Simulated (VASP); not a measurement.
# SiC (P6_3mc) in VASP: relaxation of shape and atoms at fixed volume with r2SCAN

Aim: the relaxation of shape and atoms at fixed volume of SiC with r2SCAN.

Program: VASP 6.6.1. These are calculated values, not measurements. Logs are shortened: lines on timing, memory, paths and dates and some standing lists are left out, and cuts for length are marked.

### 1 The cell of the first run

Symmetry: P6_3mc, No. 186, hexagonal system. The conventional cell has a = 2.983 Å, b = 2.983 Å, c = 14.636 Å, α = 90.00°, β = 90.00°, γ = 120.00°. Within 2.4 Å of Si (site symmetry 3m) lie 4 C at 1.83 Å. Within 2.4 Å of Si (site symmetry 3m) lie 4 C at 1.83 Å. Within 2.4 Å of Si (site symmetry 3m) lie 4 C at 1.83 Å. C (site symmetry 3m) has 4 Si at 1.83 Å within 2.4 Å. C (site symmetry 3m) has 4 Si at 1.83 Å within 2.4 Å. C (site symmetry 3m) has 4 Si at 1.83 Å within 2.4 Å.

### 2 Relaxation of shape and atoms at fixed volume, r2SCAN (9.40 Å³/atom)

POSCAR

```
SiC
1.0
    2.9834852216      0.0000000000      0.0000000000
   -1.4917426108      2.5837739937      0.0000000000
    0.0000000000      0.0000000000     14.6362650802
Si C
6 6
Direct
    0.0000000000      0.0000000000      0.1250194809
    0.0000000000      0.0000000000      0.6250194809
    0.3333333333      0.6666666667      0.2918275148
    0.6666666667      0.3333333333      0.7918275148
    0.3333333333      0.6666666667      0.9583265277
    0.6666666667      0.3333333333      0.4583265277
    0.0000000000      0.0000000000     -0.0003190999
    0.0000000000      0.0000000000      0.4996809001
    0.3333333333      0.6666666667      0.1668283188
    0.6666666667      0.3333333333      0.6668283188
    0.3333333333      0.6666666667      0.8333172577
    0.6666666667      0.3333333333      0.3333172577
```

INCAR.step1

```
  PREC = Accurate
  ENCUT = 600
  ISMEAR = 0
  SIGMA = 0.02
  LREAL = F
  LASPH = T
  NELM = 60
  GGA = PE
  ALGO = Normal
  EDIFF = 1E-4
  LWAVE = T
  LCHARG = F
```

INCAR.step2

```
  PREC = Accurate
  ENCUT = 600
  EDIFF = 1E-6
  ISMEAR = 0
  SIGMA = 0.02
  LREAL = F
  LASPH = T
  NELM = 60
  ALGO = Normal
  ISIF = 4
  LWAVE = F
  LCHARG = F
  METAGGA = R2SCAN
  LMIXTAU = T
  IBRION = 2
  NSW = 50
  EDIFFG = -0.01
  ISTART = 1
```

KPOINTS

```
Automatic mesh
0
Gamma
  12 12 2
```

Potentials or basis: VASP PAW PBE potentials, release 64 (Si, C).

On the command line:

```sh
$ cat potpaw_PBE.64/Si/POTCAR potpaw_PBE.64/C/POTCAR > POTCAR
$ cp INCAR.step1 INCAR
$ mpirun -np 1 vasp_std > vasp.out
$ cp INCAR.step2 INCAR
$ mpirun -np 1 vasp_std > vasp.out
```

OUTCAR:

```text
PREC = Accurate
   ENCUT = 600
   EDIFF = 1E-6
   ISMEAR = 0
   LREAL = F
   LASPH = T
   NELM = 60
   ISIF = 4
   METAGGA = R2SCAN
   IBRION = 2
   NSW = 50
   EDIFFG = -0.01
   ISTART = 1

 ion  position               nearest neighbor table
   1  0.000  0.000  0.125-   9 1.83   9 1.83   9 1.83   7 1.83   5 2.99   5 2.99   5 2.99   3 2.99
                             3 2.99   3 2.99
   2  0.000  0.000  0.625-  10 1.83  10 1.83  10 1.83   8 1.83   6 2.99   6 2.99   6 2.99   4 2.99
                             4 2.99   4 2.99
   3  0.333  0.667  0.292-  12 1.83  12 1.83  12 1.83   9 1.83   6 2.98   6 2.98   6 2.98   1 2.99
                             1 2.99   1 2.99
   4  0.667  0.333  0.792-  11 1.83  11 1.83  11 1.83  10 1.83   5 2.98   5 2.98   5 2.98   2 2.99
                             2 2.99   2 2.99
   5  0.333  0.667  0.958-   7 1.83   7 1.83   7 1.83  11 1.83   4 2.98   4 2.98   4 2.98   1 2.99
                             1 2.99   1 2.99
   6  0.667  0.333  0.458-   8 1.83   8 1.83   8 1.83  12 1.83   3 2.98   3 2.98   3 2.98   2 2.99
                             2 2.99   2 2.99
   7  0.000  0.000  1.000-   5 1.83   5 1.83   5 1.83   1 1.83
   8  0.000  0.000  0.500-   6 1.83   6 1.83   6 1.83   2 1.83
   9  0.333  0.667  0.167-   1 1.83   1 1.83   1 1.83   3 1.83
  10  0.667  0.333  0.667-   2 1.83   2 1.83   2 1.83   4 1.83
  11  0.333  0.667  0.833-   4 1.83   4 1.83   4 1.83   5 1.83
  12  0.667  0.333  0.333-   3 1.83   3 1.83   3 1.83   6 1.83

  LATTYP: Found a hexagonal cell.
 ALAT       =     2.9834852216
 C/A-ratio  =     4.9057608780

  Lattice vectors:

 A1 = (   2.9834852216,   0.0000000000,   0.0000000000)
 A2 = (  -1.4917426108,   2.5837739937,   0.0000000000)
 A3 = (   0.0000000000,   0.0000000000,  14.6362650802)

Analysis of symmetry for initial positions (statically):
=====================================================================
 Subroutine PRICEL returns:
 Original cell was already a primitive cell.

 Routine SETGRP: Setting up the symmetry group for a
 hexagonal supercell.

 Subroutine GETGRP returns: Found 12 space group operations
 (whereof  6 operations were pure point group operations)
 out of a pool of 24 trial point group operations.

The static configuration has the point symmetry C_3v.
 The point group associated with its full space group is C_6v.

Analysis of symmetry for dynamics (positions and initial velocities):
=====================================================================
 Subroutine PRICEL returns:
 Original cell was already a primitive cell.

 Routine SETGRP: Setting up the symmetry group for a
 hexagonal supercell.

 Subroutine GETGRP returns: Found 12 space group operations
 (whereof  6 operations were pure point group operations)
 out of a pool of 24 trial point group operations.

The dynamic configuration has the point symmetry C_3v.
 The point group associated with its full space group is C_6v.

 Subroutine INISYM returns: Found 12 space group operations
 (whereof  6 operations are pure point group operations),
 and found     1 'primitive' translations

----------------------------------------------------------------------------------------

                                     Primitive cell

  volume of cell :     112.8259

  direct lattice vectors                    reciprocal lattice vectors
     2.983485222  0.000000000  0.000000000     0.335178466  0.193515378  0.000000000
    -1.491742611  2.583773994  0.000000000     0.000000000  0.387030755  0.000000000
     0.000000000  0.000000000 14.636265080     0.000000000  0.000000000  0.068323441

  length of vectors
     2.983485222  2.983485222 14.636265080     0.387030755  0.387030755  0.068323441

  position of ions in fractional coordinates (direct lattice)
     0.000000000  0.000000000  0.125019481
     0.000000000  0.000000000  0.625019481
     0.333333333  0.666666667  0.291827515
     0.666666667  0.333333333  0.791827515
     0.333333333  0.666666667  0.958326528
     0.666666667  0.333333333  0.458326528
     0.000000000  0.000000000  0.999680900
     0.000000000  0.000000000  0.499680900
     0.333333333  0.666666667  0.166828319
     0.666666667  0.333333333  0.666828319
     0.333333333  0.666666667  0.833317258
     0.666666667  0.333333333  0.333317258

  ion indices of the primitive-cell ions
   primitive index   ion index
                 1           1
                 2           2
                 3           3
                 4           4
                 5           5
                 6           6
                 7           7
                 8           8
                 9           9
                10          10
                11          11
                12          12

----------------------------------------------------------------------------------------

 KPOINTS: Automatic mesh

Automatic generation of k-mesh.
 Grid dimensions read from file:
 generate k-points for:   12   12    2

 Generating k-lattice:

  Cartesian coordinates                     Fractional coordinates (reciprocal lattice)
     0.027931539  0.016126281  0.000000000     0.083333333  0.000000000  0.000000000
     0.000000000  0.032252563  0.000000000     0.000000000  0.083333333  0.000000000
     0.000000000  0.000000000  0.034161721     0.000000000  0.000000000  0.500000000

  Length of vectors
     0.032252563  0.032252563  0.034161721

  Shift w.r.t. Gamma in fractional coordinates (k-lattice)
     0.000000000  0.000000000  0.000000000

 Subroutine IBZKPT returns following result:
 ===========================================

 Found     38 irreducible k-points:

 Following reciprocal coordinates:
            Coordinates               Weight
  0.000000  0.000000  0.000000      1.000000
  0.083333  0.000000  0.000000      6.000000
  0.166667  0.000000  0.000000      6.000000
  0.250000  0.000000  0.000000      6.000000
  0.333333  0.000000  0.000000      6.000000
  0.416667  0.000000  0.000000      6.000000
[... 16 lines left out ...]
  0.250000  0.000000  0.500000      6.000000
  0.333333  0.000000  0.500000      6.000000
 [... further k-points ...]
   k-points           NKPTS =     38   k-points in BZ     NKDIM =     38   number of bands    NBANDS=     31
   number of dos      NEDOS =    301   number of ions     NIONS =     12
   total plane-waves  NPLWV =  69120
   dimension x,y,z NGX =    24 NGY =   24 NGZ =  120
   dimension x,y,z NGXF=    48 NGYF=   48 NGZF=  240
   ions per type =               6   6
   NGX,Y,Z   is equivalent  to a cutoff of  13.37, 13.37, 13.63 a.u.
   NGXF,Y,Z  is equivalent  to a cutoff of  26.75, 26.75, 27.26 a.u.
 SYSTEM =  unknown system
   PREC   = accura    normal or accurate (medium, high low for compatibility)
   ISTART =      1    job   : 0-new  1-cont  2-samecut
   ICHARG =      0    charge: 1-file 2-atom 10-const
   ISPIN  =      1    spin polarized calculation?
   LNONCOLLINEAR =      F non collinear calculations
   LSORBIT =      F    spin-orbit coupling
   LASPH  =      T    aspherical Exc in radial PAW
   ENCUT  =  600.0 eV  44.10 Ry    6.64 a.u.   5.96  5.96 29.23*2*pi/ulx,y,z
   NELM   =     60;   NELMIN=  2; NELMDL=  0     # of ELM steps
   EDIFF  = 0.1E-05   stopping-criterion for ELM
   LREAL  =      F    real-space projection
   EDIFFG = -.1E-01   stopping-criterion for IOM
   NSW    =     50    number of steps for IOM
   IBRION =      2    ionic relax: 0-MD 1-quasi-New 2-CG
   NFREE  =      1    steps in history (QN), initial steepest desc. (CG)
   ISIF   =      4    stress and relaxation
   ISYM   =      2    0-nonsym 1-usesym 2-fastsym
   POTIM  = 0.5000    time-step for ionic-motion
   TEBEG  =    0.0;   TEEND  =   0.0 temperature during run
   PSTRESS=    0.0 pullay stress
   NELECT =      48.0000    total number of electrons
   NUPDOWN=      -1.0000    fix difference up-down
   EMIN   =  10.00;   EMAX   =-10.00  energy-range for DOS
   EFERMI =   0.00;   METHOD = LEGACY
   ISMEAR =     0;   SIGMA  =   0.02  broadening in eV -4-tet -1-fermi 0-gaus
   EFERMI_NEDOS =   21; number of points for ismear=-14 and -15
   IALGO  =     38    algorithm
   IMIX   =      4    mixing-type and parameters
     AMIX     =   0.40;   BMIX     =  1.00
     AMIX_MAG =   1.60;   BMIX_MAG =  1.00
  volume/ion in A,a.u.               =       9.40        63.45
  Fermi-wavevector in a.u.,A,eV,Ry     =   1.231267  2.326758 20.626693  1.516019
  Thomas-Fermi vector in A             =   2.366084
   LORBIT       =      0    0 simple, 1 ext, 2 COOP (PROOUT), +10 PAW based schemes
   METAGGA = R2SCAN    functional components
   LHFCALC =     F    Hartree Fock is set to
   AEXX    =    0.0000 exact exchange contribution
   IVDW    =     0    specifies the selected vdW correction
   LEPSILON=     F    determine dielectric tensor
   LRPA    =     F    only Hartree local field effects (RPA)
 conjugate gradient relaxation of ions
 non-spin polarized calculation
 Gauss-broadening in eV      SIGMA  =   0.02
  energy-cutoff  :      600.00
  volume of cell :      112.83
 maximum number of plane-waves:      3810
 NGX is ok and might be reduce to    24
   NGX = 11   NGY = 11   NGZ = 59

--------------------------------------- Ionic step        1  -------------------------------------------

 number of electron      48.0000001 magnetization

 Free energy of the ion-electron system (eV)
  ---------------------------------------------------
  ext. energy  EPLUGINS =         0.00000000
  ---------------------------------------------------
  free energy    TOTEN  =      -115.15990820 eV

  energy without entropy =     -115.15990820  energy(sigma->0) =     -115.15990820

------------------------ aborting loop because EDIFF is reached ----------------------------------------

  FORCE on cell =-STRESS in cart. coord.  units (eV):
  Direction    XX          YY          ZZ          XY          YZ          ZX
  --------------------------------------------------------------------------------------
  -------------------------------------------------------------------------------------
  Total       17.8029855     17.8029855     17.7384326      0.0000000      0.0000000      0.0000000
  in kB      252.8102860    252.8102860    251.8936069      0.0000000      0.0000000      0.0000000
  external PRESSURE =     252.5047263 kB  Pullay stress =       0.0000000 kB
[... 77 lines left out ...]
  energy  without entropy=     -115.1598892854  energy(sigma->0) =     -115.15988929

--------------------------------------- Ionic step        3  -------------------------------------------

 number of electron      48.0000001 magnetization

 Free energy of the ion-electron system (eV)
  ---------------------------------------------------
  ext. energy  EPLUGINS =         0.00000000
  ---------------------------------------------------
  free energy    TOTEN  =      -115.15992175 eV

  energy without entropy =     -115.15992175  energy(sigma->0) =     -115.15992175

 E-fermi :   9.2313     XC(G=0): -12.3662

 val. band max:        9.1357808008   @ k =   0.0000   0.0000   0.0000
 cond. band min:      11.5321441951   @ k =   0.5000   0.0000   0.0000
 fundamental gap:      2.3963633944
 Fermi energy:         9.2312771469

 k-point     1 :       0.0000    0.0000    0.0000
  band No.  band energies     occupation
      1      -7.8834      2.00000
      2      -7.3020      2.00000
      3      -7.2599      2.00000
      4      -5.5901      2.00000
      5      -5.5579      2.00000
      6      -3.8842      2.00000
[... 805 lines left out ...]
     30      15.4216      0.00000
     31      16.4732      0.00000

 [... further k-points ...]

------------------------ aborting loop because EDIFF is reached ----------------------------------------

  FORCE on cell =-STRESS in cart. coord.  units (eV):
  Direction    XX          YY          ZZ          XY          YZ          ZX
  --------------------------------------------------------------------------------------
  -------------------------------------------------------------------------------------
  Total       17.7789856     17.7789856     17.7858645      0.0000000      0.0000000      0.0000000
  in kB      252.4694770    252.4694770    252.5671606      0.0000000      0.0000000      0.0000000
  external PRESSURE =     252.5020382 kB  Pullay stress =       0.0000000 kB
[... 27 lines left out ...]
  FREE ENERGIE OF THE ION-ELECTRON SYSTEM (eV)
  ---------------------------------------------------
  free  energy   TOTEN  =      -115.1599217471 eV

  energy  without entropy=     -115.1599217471  energy(sigma->0) =     -115.15992175

 reached required accuracy - stopping structural energy minimisation
```

Run time: 36 min. Hardware: 1 thread of Oxide Virtual Turin-like, shared host; peak memory 0.31 GiB.

Results:

```
Free energy                  : -115.1599 eV
Energy gained by relaxing    : 0.0 meV/atom
Ionic steps                  : 3
Pressure after relaxing      : 25.3 GPa
Largest force after relaxing : 0.005 eV/Å
Band gap on the k mesh       : 2.40 eV (least direct gap 3.57 eV)
```

Forces in eV/Å, atoms in the order of the input:
```
Si   0.000  0.000  0.000
Si   0.000  0.000  0.000
Si   0.000  0.000 -0.001
Si   0.000  0.000 -0.001
Si   0.000  0.000  0.004
Si   0.000  0.000  0.004
C    0.000  0.000  0.000
C    0.000  0.000  0.000
C    0.000  0.000 -0.005
C    0.000  0.000 -0.005
C    0.000  0.000  0.002
C    0.000  0.000  0.002
```

Final structure:
```
Si C
1.0
     2.98358    0.00000    0.00000
    -1.49179    2.58386    0.00000
     0.00000    0.00000   14.63529
Si C
6 6
Direct
  0.00000 0.00000 0.12500
  0.00000 0.00000 0.62500
  0.33333 0.66667 0.29183
  0.66667 0.33333 0.79183
  0.33333 0.66667 0.95833
  0.66667 0.33333 0.45833
  0.00000 0.00000 0.99970
  0.00000 0.00000 0.49970
  0.33333 0.66667 0.16683
  0.66667 0.33333 0.66683
  0.33333 0.66667 0.83332
  0.66667 0.33333 0.33332
```

Caveat: the PAW data sets were made with another functional, which shifts forces and pressure a little. A k mesh can miss the band edges.
